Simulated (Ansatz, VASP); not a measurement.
Two plane-wave programs on Rh

File INCAR:

```
ALGO = Fast
EDIFF = 1E-6
ENCUT = 520
GGA = PE
ISIF = 2
ISMEAR = 0
LASPH = T
LCHARG = T
LELF = T
LREAL = F
LVHAR = T
LWAVE = F
NBANDS = 14
NELM = 80
PREC = Accurate
SIGMA = 0.15
```

KPOINTS

```
k-points
0
Gamma
  26 26 26
```

Contents of POSCAR:

```
Rh
1.0
    0.0000000000      1.9149654115      1.9149654115
    1.9628395468      0.0000000000      1.9149654115
    1.9628395468      1.9149654115      0.0000000000
Rh
1
Direct
    0.0000000000      0.0000000000      0.0000000000
```

Input for Ansatz:

```yaml
crystal:
  lattice:
    - [0.0, 1.9149654115, 1.9149654115]
    - [1.9628395468, 0.0, 1.9149654115]
    - [1.9628395468, 1.9149654115, 0.0]
  atoms:
    - { symbol: Rh, position: [0.0, 0.0, 0.0] }
basis:
  ecutwfc: 420
kpoints:
  mp_grid: { grid: [26, 26, 26] }
hamiltonian:
  xc: pbe
scf:
  occupations: { method: gaussian, width: 0.15 }
output:
  forces: true
  stress: true
  eigenvalues: true
```

Change from the starting cell: strain +0.0250 x Voigt [1, 0, 0, 0, 0, 0], atoms carried along.

Alike in both runs: task single point; functional PBE; k mesh 26 × 26 × 26; occupations gaussian, width 0.15 eV; no spin polarisation.

|  | VASP | Ansatz |
| --- | --- | --- |
| version | VASP 6.6.1 | Ansatz 0.2.0 |
| potentials or method | VASP PAW PBE potentials, release 64 (Rh_pv), cutoff 520 eV | scalar-relativistic, plane waves, PAW |
| valence electrons in the cell | 15 | 17 |

|  | VASP | Ansatz | Ansatz less VASP |
| --- | --- | --- | --- |
| gap on the k mesh at the Fermi level (eV) | none | none | - |
| pressure (GPa) | -5.8 | -5.8 | 0.00 |
| traceless stress, the component that is largest in VASP (GPa) | -3.58 | -3.59 | -0.013 |

A gap of «none» marks a metal or a gap that the smearing closes. With one functional, cell and mesh, what is left measures potentials, basis and numerics. VASP's potentials hold 15 valence electrons a cell and Ansatz's 17, so a difference there can come from the potentials and not from the codes.
